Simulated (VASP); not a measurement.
TiO2:

```
CELL_PARAMETERS angstrom
3.01182 0.00000 0.00000
-1.50591 2.60832 0.00000
0.00000 0.00000 4.59726
ATOMIC_POSITIONS crystal
Ti 0.00000 0.00000 0.00000
O 0.33333 0.66667 0.33938
O 0.33333 0.66667 0.66062
```

* Program: VASP 6.6.1
* Task: relaxation of cell and atoms
* Functional: PBE
* Potentials or basis: VASP PAW PBE potentials, release 64 (Ti_sv, O)
* Cutoff: 600 eV
* k mesh: 6 × 6 × 4
* Occupations: gaussian, width 0.1 eV
* Spin: collinear spin, ferromagnetic start
* Starting moments: [1.0, 0.0, 0.0] μB

At the start: pressure -23.7 GPa; volume 12.04 Å³/atom.

Question: How do energy, volume and symmetry change on relaxing?

Answer: Over 28 steps the energy falls by 1317.2 meV/atom and the volume is 13.05 Å³/atom (+8.4 %); space group P-6m2 (No. 187, to 0.05 Å); moment 0.00 μB per cell.

Step by step:
| step | energy change (eV) | largest force (eV/Å) | pressure (GPa) | volume (Å³) |
| --- | --- | --- | --- | --- |
| 1 | 0.0000 | 3.8846 | -23.70 | 36.12 |
| 2 | -1.8559 | 3.9069 | 28.22 | 27.47 |
| 3 | -1.8740 | 4.1611 | 22.74 | 27.88 |
| 4 | -2.1623 | 4.0850 | 58.59 | 27.38 |
| 5 | -2.5136 | 0.1122 | 40.70 | 27.57 |
| 6 | -3.4168 | 0.0811 | 4.84 | 32.75 |
| 7 | -3.5216 | 0.0466 | -3.91 | 35.01 |
| 8 | -3.5321 | 0.0050 | -7.29 | 36.14 |
| 9 | -3.8256 | 0.5950 | -3.70 | 35.89 |
| 10 | -3.8690 | 0.9124 | -1.36 | 35.71 |
| 11 | -3.8694 | 0.9388 | -1.15 | 35.69 |
| 12 | -3.8952 | 0.0523 | 5.24 | 35.36 |
| 13 | -3.8962 | 0.1144 | 4.20 | 35.41 |
| 14 | -3.9172 | 0.0302 | 2.22 | 36.30 |
| 15 | -3.9216 | 0.3202 | -0.87 | 38.02 |
| 16 | -3.9251 | 0.2159 | 0.18 | 37.37 |
| 17 | -3.9386 | 0.2561 | -2.04 | 38.24 |
| 18 | -3.9387 | 0.2971 | -2.18 | 38.31 |
| 19 | -3.9471 | 0.1281 | 0.73 | 38.20 |
| 20 | -3.9471 | 0.1302 | 0.68 | 38.20 |
| 21 | -3.9489 | 0.0184 | 0.92 | 38.39 |
| 22 | -3.9491 | 0.0961 | 1.03 | 38.48 |
| 23 | -3.9501 | 0.0488 | 0.32 | 38.76 |
| 24 | -3.9504 | 0.0052 | -0.36 | 39.02 |
| 25 | -3.9510 | 0.0378 | -0.41 | 39.08 |
| 26 | -3.9512 | 0.1123 | -0.38 | 39.17 |
| 27 | -3.9516 | 0.0555 | 0.12 | 39.16 |
| 28 | -3.9516 | 0.0385 | 0.27 | 39.16 |

Final structure:
```xyz
3
Lattice="2.8811 0.0000 0.0000 -1.4405 2.4951 0.0000 0.0000 0.0000 5.4469" Properties=species:S:1:pos:R:3 pbc="T T T"
Ti    0.0000    0.0000    0.0000
O     0.0000    1.6634    1.1291
O     0.0000    1.6634    4.3178
```
